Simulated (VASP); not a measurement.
# BN (I-4m2) in VASP: a series of runs, part 2 of 2

VASP 6.6.1. Earlier steps stand in the parts before.

**3. Single point, LDA**

This run uses another cell than the first one, of the same volume but with other edges.

The input, INCAR:

```
SYSTEM = BN
PREC     = Accurate       ! precision mode
ENCUT    = 520            ! plane-wave cutoff, eV
EDIFF    = 1E-6           ! SCF threshold, eV
ISMEAR   = 0              ! smearing method
SIGMA    = 0.05           ! smearing width, eV
LREAL    = .False.        ! projectors in reciprocal space
LASPH    = .True.         ! aspherical terms in the spheres
NELM     = 100            ! most SCF steps
ALGO     = Normal         ! electronic algorithm
ISIF     = 2              ! what is computed and relaxed
LWAVE    = .False.        ! write WAVECAR
LCHARG   = .False.        ! write CHGCAR
GGA      = CA             ! functional
NBANDS   = 11             ! bands
```

The input, KPOINTS:

```
Automatic mesh
0
Gamma
  12 12 12
  0 0 0
```

The input, POSCAR:

```
BN
1.0
    0.0000000000      1.8378397167      1.7643261280
    1.8378397167      0.0000000000      1.7643261280
    1.8378397167      1.8378397167      0.0000000000
B N
1 1
Direct
    0.0000000000      0.0000000000      0.0000000000
    0.7500000000      0.7500000000      0.7500000000
```

Potentials or basis: VASP PAW LDA potentials, release 64 (B, N).

Command:

```
$ cat potpaw_LDA.64/B/POTCAR potpaw_LDA.64/N/POTCAR > POTCAR
$ mpirun -np 1 vasp_std > vasp.out
```

Run time: 27 s. Hardware: 1 thread of Intel Xeon 8259CL, shared host; peak memory 0.13 GiB.

Results (log left out):

```yaml
Free_energy: -19.3725 eV
Pressure: -13.4 GPa
Band_gap_on_the_k_mesh: 3.63 eV, indirect (least direct gap 8.21 eV)
```

Stress tensor (GPa, compression positive):
```
-21.20   0.00   0.00
  0.00 -21.20   0.00
  0.00   0.00   2.30
```

Levels at points of the mesh, in eV from the valence-band top:
```csv
k point,band 1,band 2,band 3,band 4,band 5,band 6,band 7,band 8
"(0.00, 0.00, 0.00)",-20.22,-0.38,-0.38,0.00,8.21,8.50,8.50,10.03
"(0.50, 0.00, 0.00)",-15.97,-10.88,-2.48,-1.88,9.39,10.04,10.93,14.68
"(0.50, 0.50, 0.00)",-14.29,-8.68,-5.49,-5.49,3.63,8.21,17.36,17.36
"(0.50, 0.00, 0.50)",-14.76,-9.27,-4.94,-4.93,4.33,9.17,16.91,17.50
```

**4. Single point, LDA**

The input, INCAR:

```
  ALGO = Normal
  EDIFF = 1E-6
  ENCUT = 520
  ISIF = 2
  ISMEAR = 0
  LASPH = T
  LCHARG = T
  LELF = T
  LREAL = F
  LVHAR = T
  LWAVE = F
  NBANDS = 11
  NELM = 100
  PREC = Accurate
  SIGMA = 0.05
```

The input, KPOINTS:

```
k-points
0
Gamma
  12 12 12
```

The input, POSCAR:

```
BN
1.0
    0.0000000000      1.7837539340      1.8729416307
    1.7837539340      0.0000000000      1.8729416307
    1.7837539340      1.7837539340      0.0000000000
B N
1 1
Direct
    0.0000000000      0.0000000000      0.0000000000
    0.7500000000      0.7500000000      0.7500000000
```

Potentials or basis: VASP PAW LDA potentials, release 64 (B, N).

Command:

```
$ cat potpaw_LDA.64/B/POTCAR potpaw_LDA.64/N/POTCAR > POTCAR
$ mpirun -np 1 vasp_std > vasp.out
```

OUTCAR:

```text
EDIFF = 1E-6
   ENCUT = 520
   ISIF = 2
   ISMEAR = 0
   LASPH = T
   LREAL = F
   NELM = 100
   PREC = Accurate

 ion  position               nearest neighbor table
   1  0.000  0.000  0.000-   2 1.57   2 1.57   2 1.57   2 1.57
   2  0.750  0.750  0.750-   1 1.57   1 1.57   1 1.57   1 1.57

  LATTYP: Found a body centered tetragonal cell.
 ALAT       =     2.5226090054
 C/A-ratio  =     1.4849242405

  Lattice vectors:

 A1 = (  -1.7837539340,   0.0000000000,   1.8729416307)
 A2 = (   1.7837539340,   0.0000000000,   1.8729416307)
 A3 = (   0.0000000000,   1.7837539340,  -1.8729416307)

Analysis of symmetry for initial positions (statically):
=====================================================================
 Subroutine PRICEL returns:
 Original cell was already a primitive cell.

 Routine SETGRP: Setting up the symmetry group for a
 body centered tetragonal supercell.

 Subroutine GETGRP returns: Found  8 space group operations
 (whereof  8 operations were pure point group operations)
 out of a pool of 16 trial point group operations.

The static configuration has the point symmetry D_2d.

[... 170 lines left out ...]
      2       6.9314      2.00000
      3       7.4540      2.00000
      4       7.4540      2.00000
      5      15.8261      0.00000
      6      15.8261      0.00000
      7      16.1707      0.00000
      8      17.5543      0.00000
      9      31.6151      0.00000
     10      33.4034      0.00000
     11      33.7089      0.00000
[... 309 lines left out ...]
 k-point    24 :      -0.4167    0.1667    0.0000
  band No.  band energies     occupation
      1      -8.0713      2.00000
      2      -2.7123      2.00000
      3       2.7747      2.00000
      4       5.1488      2.00000
      5      16.9234      0.00000
      6      18.9753      0.00000
      7      19.4489      0.00000
      8      22.6040      0.00000
      9      28.3007      0.00000
     10      32.4528      0.00000
     11      33.3429      0.00000

 [... further k-points ...]

------------------------ aborting loop because EDIFF is reached ----------------------------------------

  FORCE on cell =-STRESS in cart. coord.  units (eV):
  Direction    XX          YY          ZZ          XY          YZ          ZX
  --------------------------------------------------------------------------------------
  -------------------------------------------------------------------------------------
  Total       -0.2051023     -0.2051023     -2.5697456      0.0000000      0.0000000      0.0000000
  in kB      -27.5712878    -27.5712878   -345.4431564      0.0000000      0.0000000      0.0000000
  external PRESSURE =    -133.5285773 kB  Pullay stress =       0.0000000 kB

 VOLUME and BASIS-vectors are now :
 -----------------------------------------------------------------------------
  energy-cutoff  :      520.00
  volume of cell :       11.92
      direct lattice vectors                 reciprocal lattice vectors
     0.000000000  1.783753934  1.872941631    -0.280307721  0.280307721  0.266959734
     1.783753934  0.000000000  1.872941631     0.280307721 -0.280307721  0.266959734
     1.783753934  1.783753934  0.000000000     0.280307721  0.280307721 -0.266959734

 POSITION                                       TOTAL-FORCE (eV/Angst)
 -----------------------------------------------------------------------------------
      0.00000      0.00000      0.00000         0.000000      0.000000      0.000000
      2.67563      2.67563      2.80941        -0.000000     -0.000000      0.000000
 -----------------------------------------------------------------------------------
    total drift:                               -0.000001     -0.000001      0.000002

  FREE ENERGIE OF THE ION-ELECTRON SYSTEM (eV)
  ---------------------------------------------------
  free  energy   TOTEN  =       -19.3591681444 eV

  energy  without entropy=      -19.3591681444  energy(sigma->0) =      -19.35916814
```

stdout:

```text
POSCAR found type information on POSCAR B N
 POSCAR found :  2 types and       2 ions
 scaLAPACK will be used
 LDA part: xc-table for (Slater(with rela. corr.)+CA(PZ))
 , standard interpolation
 POSCAR, INCAR and KPOINTS ok, starting setup
 FFT: planning ... GRIDC
 FFT: planning ... GRID_SOFT
 FFT: planning ... GRID
 WAVECAR not read
 entering main loop
```

Run time: 28 s. Hardware: 1 thread of Intel Xeon 8259CL, shared host; peak memory 0.13 GiB.

What came out:

* Free energy: -19.3592 eV
* Pressure: -13.4 GPa
* Band gap on the k mesh: 3.89 eV, indirect (least direct gap 8.37 eV)

Levels at points of the mesh, in eV from the valence-band top:
```tsv
k point	band 1	band 2	band 3	band 4	band 5	band 6	band 7	band 8
(0.00, 0.00, 0.00)	-20.14	-0.52	0.00	0.00	8.37	8.37	8.72	10.10
(0.50, 0.00, 0.00)	-15.89	-10.80	-2.49	-1.72	9.13	10.60	10.86	14.76
(0.50, 0.50, 0.00)	-14.91	-9.46	-4.60	-4.60	4.74	9.68	17.28	17.28
(0.50, 0.00, 0.50)	-14.34	-8.76	-5.26	-5.25	3.89	8.56	16.96	17.70
```

**5. The runs side by side**

```tsv
cell	gap on the mesh (eV)	pressure (GPa)
a = 2.611, b = 2.611, c = 2.484 Å, angles 61.6, 61.6, 56.8°, 2 atoms	3.47	-13.3
a = 2.548, b = 2.548, c = 2.599 Å, angles 59.3, 59.3, 61.3°, 2 atoms	3.63	-13.4
a = 2.586, b = 2.586, c = 2.523 Å, angles 60.8, 60.8, 58.4°, 2 atoms	3.89	-13.4
```

Alike in all rows: task single point; level LDA; potentials or basis VASP PAW LDA potentials, release 64 (B, N); no spin polarisation; k mesh 12 × 12 × 12; cutoff (eV) 520; smearing gaussian 0.05 eV.

Total energies depend on the potentials used, so only differences within one code and one set of settings carry meaning.
